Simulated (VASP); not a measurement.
Here is a VASP 6.6.1 calculation.

File INCAR:

```
  PREC = Accurate
  ENCUT = 520
  EDIFF = 1E-7
  ISMEAR = 0
  SIGMA = 0.15
  LREAL = F
  LASPH = T
  NELM = 100
  ALGO = Normal
  ISIF = 2
  LWAVE = F
  LCHARG = F
  GGA = PE
  NBANDS = 33
```

KPOINTS

```
regular mesh
0
Gamma
  3 3 2
```

The input POSCAR:

```
KPd2Se2I
1.0
    5.2968977463      0.0000000000      0.0000000000
    0.0000000000      5.2968977463      0.0000000000
    0.0000000000      0.0000000000      7.8406739936
K Pd Se I
1 2 2 1
Direct
    0.5000000000      0.5000000000      0.4833471772
    0.5000000000      0.0000000000      0.0238996185
    0.0000000000      0.5000000000      0.0238996185
    0.5000000000      0.0000000000      0.7176371330
    0.0000000000      0.5000000000      0.7176371330
    0.5000000000      0.5000000000      1.0226555800
```

Potentials or basis: VASP PAW PBE potentials, release 64 (K_sv, Pd, Se, I).

Launch:

```bash
$ cat potpaw_PBE.64/K_sv/POTCAR potpaw_PBE.64/Pd/POTCAR potpaw_PBE.64/Se/POTCAR potpaw_PBE.64/I/POTCAR > POTCAR
$ mpirun -np 1 vasp_std > vasp.out
```

Problem. Estimate the band gap on the k mesh.

Solution. Zero (bands 24 and 25 overlap by 0.57 eV).

Problem. Estimate the pressure.

Solution. 0.0 GPa.

Forces on the atoms (eV/Å):
```
K    0.000  0.000  0.004
Pd   0.000  0.000 -0.026
Pd   0.000  0.000 -0.026
Se   0.000  0.000  0.017
Se   0.000  0.000  0.017
I    0.000  0.000  0.016
```

Caveat: the k points lie up to 0.40 Å⁻¹ apart, too coarse for converged energies and pressures of a metal; spin-orbit coupling is left out, which moves the levels of the heavy elements.
